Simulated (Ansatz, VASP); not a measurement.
**InSe in VASP and in Ansatz**

INCAR

```
PREC = Accurate ; ENCUT = 500
EDIFF = 1E-6 ; ISMEAR = 0
SIGMA = 0.01 ; LREAL = False
LASPH = True ; NELM = 120
ALGO = Normal ; ISIF = 2
LWAVE = False ; LCHARG = False
GGA = CA ; NBANDS = 27
GGA_COMPAT = False
```

The input KPOINTS:

```
Automatic mesh
0
Gamma
  6 6 6
```

The input POSCAR:

```
InSe
1.0
    5.8679031300     -2.0550000000      0.0000000000
    5.8679031300      2.0550000000      0.0000000000
   -1.5994149700      0.0000000000      4.3236525900
In Se
2 2
Direct
    0.8840000000      0.8840000000      0.0050000000
    0.1160000000      0.1160000000      0.9950000000
    0.6600000000      0.6600000000      0.6420000000
    0.3400000000      0.3400000000      0.3580000000
```

Input for Ansatz:

```yaml
crystal:
  lattice:
    - [5.86790313, -2.055, 0.0]
    - [5.86790313, 2.055, 0.0]
    - [-1.59941497, 0.0, 4.32365259]
  atoms:
    - { symbol: In, position: [0.884, 0.884, 0.005] }
    - { symbol: In, position: [0.116, 0.116, 0.995] }
    - { symbol: Se, position: [0.66, 0.66, 0.642] }
    - { symbol: Se, position: [0.34, 0.34, 0.358] }
basis:
  ecutwfc: 470.0
kpoints:
  mp_grid:
    grid: [6, 6, 6]
hamiltonian:
  xc: lda
scf:
  convergence:
    dr2_threshold: 1.0e-10
  occupations:
    method: fixed
output:
  forces: true
  stress: true
```

Alike in both runs: task single point; functional LDA; k mesh 6 × 6 × 6; no spin polarisation.

|  | VASP | Ansatz |
| --- | --- | --- |
| version | VASP 6.6.1 | Ansatz 0.2.0 |
| potentials or method | VASP PAW LDA potentials, release 64 (In_d, Se), cutoff 500 eV | plane waves, PAW |
| occupations | gaussian, width 0.01 eV | fixed |
| valence electrons in the cell | 38 | 58 |

|  | VASP | Ansatz | Ansatz less VASP |
| --- | --- | --- | --- |
| pressure (GPa) | -1.8 | -2.0 | -0.15 |
| traceless stress, the component that is largest in VASP (GPa) | 2.11 | 2.08 | -0.031 |
| rms of the force components (eV/Å) | 0.356 | 0.357 | +0.0006 |

LDA's correlation is that of Perdew and Zunger in VASP and of Perdew and Wang (1992) in Ansatz. Atom by atom the forces differ by 0.011 eV/Å (rms over components). VASP's potentials hold 38 valence electrons a cell and Ansatz's 58, so a difference there can come from the potentials and not from the codes.
